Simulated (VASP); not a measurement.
A run of VASP 6.6.1 is set up as follows.

Contents of POSCAR:

```
Ca
1.0
   -1.9646858530      1.9646858530      1.9573935561
    1.9646858530     -1.9646858530      1.9573935561
    1.9646858530      1.9646858530     -1.9573935561
Ca
1
Direct
    0.5000000000      0.5000000000      0.0000000000
```

File INCAR.step1:

```
SYSTEM = Ca
  ALGO = Normal
  EDIFF = 1E-4
  ENCUT = 520
  GGA = PE
  ISMEAR = -1
  LASPH = .True.
  LCHARG = .False.
  LREAL = .False.
  LWAVE = .True.
  NBANDS = 11
  NELM = 60
  PREC = Accurate
  SIGMA = 0.05
```

Contents of INCAR.step2:

```
SYSTEM = Ca
  ALGO = Normal
  EDIFF = 1E-7
  ENCUT = 520
  ISIF = 2
  ISMEAR = -1
  ISTART = 1
  LASPH = .True.
  LCHARG = .True.
  LELF = .True.
  LMIXTAU = .True.
  LREAL = .False.
  LVHAR = .True.
  LWAVE = .False.
  METAGGA = R2SCAN
  NBANDS = 11
  NELM = 60
  PREC = Accurate
  SIGMA = 0.05
```

KPOINTS

```
k-points
0
Gamma
  9 9 9
  0 0 0
```

Potentials or basis: VASP PAW PBE potentials, release 64 (Ca_sv).

Run with:

```sh
$ cat potpaw_PBE.64/Ca_sv/POTCAR > POTCAR
$ cp INCAR.step1 INCAR
$ mpirun -np 1 vasp_std > vasp.out
$ cp INCAR.step2 INCAR
$ mpirun -np 1 vasp_std > vasp.out
```

Task: Estimate the pressure.

Result: 10.1 GPa.

Task: Estimate the band gap on the k mesh.

Result: Zero (bands 5 and 6 overlap by 0.67 eV).

Caveat: the cell stands under pressure; the PAW data sets were made with another functional, which shifts forces and pressure a little.
